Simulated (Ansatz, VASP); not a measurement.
Two plane-wave programs on B

The input INCAR:

```
SYSTEM = B
PREC = Accurate
ENCUT = 600
EDIFF = 1E-7
ISMEAR = -1
SIGMA = 0.1
LREAL = .False.
LASPH = .True.
NELM = 80
ALGO = Normal
ISIF = 3
LWAVE = .False.
LCHARG = .False.
GGA = RP
IBRION = 2
NSW = 80
EDIFFG = -0.01
```

File KPOINTS:

```
Automatic mesh
0
Gamma
  13 13 13
  0 0 0
```

File POSCAR:

```
B
1.0
    0.0000000000      2.0683080914      2.0683080914
    2.0683080914      0.0000000000      2.0683080914
    2.0683080914      2.0683080914      0.0000000000
B
2
Direct
    0.1250000000      0.1250000000      0.1250000000
    0.8750000000      0.8750000000      0.8750000000
```

Input for Ansatz:

```yaml
crystal:
  lattice:
    - [0.0, 2.0683080914, 2.0683080914]
    - [2.0683080914, 0.0, 2.0683080914]
    - [2.0683080914, 2.0683080914, 0.0]
  atoms:
    - { symbol: B, position: [0.125, 0.125, 0.125] }
    - { symbol: B, position: [0.875, 0.875, 0.875] }
hamiltonian:
  xc: rpbe
  pseudopotentials:
    kind: paw
    azcp:
      B: "pseudopotentials/B.paw.azcp"
basis:
  ecutwfc: 420
  fft_grid_basis: typed
kpoints:
  mp_grid: { grid: [13, 13, 13], shift: [0, 0, 0] }
magnetization:
  spin_polarized: false
scf:
  occupations: { method: fermi_dirac, width: 0.1 }
relax:
  max_steps: 60
  f_tol: 0.01
  cell: {}
output:
  write_density: true
  write_potential: true
  elf: true
  volumetric_format: npy
```

Alike in both runs: task relaxation of cell and atoms; functional RPBE; k mesh 13 × 13 × 13; occupations fermi-dirac, width 0.1 eV; no spin polarisation.

|  | VASP | Ansatz |
| --- | --- | --- |
| version | VASP 6.6.1 | Ansatz 0.2.0 |
| potentials or method | VASP PAW PBE potentials, release 64 (B), cutoff 600 eV | plane waves (420 eV) with PAW, scalar-relativistic |
| valence electrons in the cell | 6 | 6 |

Ansatz gave:

* relaxed volume (Å³/atom): 8.47
* relaxed cell length with the largest relative difference (Å): 2.883

Which values does VASP return?

Relaxed volume (Å³/atom): 8.47; relaxed cell length with the largest relative difference (Å): 2.882.

VASP's potentials were made for PBE, not for RPBE.
